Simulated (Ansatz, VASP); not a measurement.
# One calculation of AlFe, two programs

```
Al Fe
1.0
     2.87433    0.00000    0.00000
     0.00000    2.87433    0.00000
     0.00000    0.00000    2.87433
Al Fe
1 1
Direct
  0.00000 0.00000 0.00000
  0.50000 0.50000 0.50000
```

Alike in both runs: functional PBE; k mesh 14 × 14 × 14; occupations gaussian, width 0.1 eV; collinear spin.

Ansatz relaxed the structure, and its values are those at the end. VASP's run is a single point on that final structure, the one shown.

|  | VASP | Ansatz |
| --- | --- | --- |
| version | VASP 6.6.1 | Ansatz 0.2.0 |
| potentials or method | VASP PAW PBE potentials, release 64 (Al, Fe), cutoff 520 eV | scalar-relativistic, plane waves, PAW |
| valence electrons in the cell | 11 | 19 |

Ansatz gave:

- gap on the k mesh at the Fermi level (eV): none
- pressure (GPa): 0.0
- net moment per atom (μB): 0.34
- size of the moment on the site where the two differ most (μB): 0.70

Which values does VASP return?

gap on the k mesh at the Fermi level (eV): none; pressure (GPa): 0.0; net moment per atom (μB): 0.33; size of the moment on the site where the two differ most (μB): 0.71.

Site moments also hang on the region over which each program counts them. A gap of «none» marks a metal or a gap that the smearing closes. VASP's potentials hold 11 valence electrons a cell and Ansatz's 19, so a difference there can come from the potentials and not from the codes.
